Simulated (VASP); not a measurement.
Crystal: InSb3.

```xyz
4
Lattice="4.8064 0.0000 0.0000 0.0000 4.8064 0.0000 0.0000 0.0000 4.8064" Properties=species:S:1:pos:R:3 pbc="T T T"
Sb    2.4032    2.4032    0.0000
Sb    0.0000    2.4032    2.4032
Sb    2.4032    0.0000    2.4032
In    0.0000    0.0000    0.0000
```

Base run:

- Program: VASP 6.6.1
- Functional: PBEsol
- Potentials or basis: VASP PAW PBE potentials, release 64 (Sb, In_d)
- Cutoff: 520 eV
- k mesh: 6 × 6 × 6
- Occupations: fermi-dirac, width 0.05 eV
- Spin: no spin polarisation

Its results: band gap on the k mesh zero (band 14 reaches 11.19 eV, above the bottom of band 15 at 6.58 eV); pressure -2.7 GPa.

The run is repeated on the same cell with these changes: functional from PBEsol to PBE. What comes out?

Band gap on the k mesh zero (band 14 reaches 11.34 eV, above the bottom of band 15 at 6.72 eV); pressure 0.1 GPa.

PBE binds less tightly than PBEsol, so the same cell stands under more pressure.

Caveats: spin-orbit coupling is left out, which moves the levels of the heavy elements; the PAW data sets were made with another functional, which shifts forces and pressure a little (some runs).
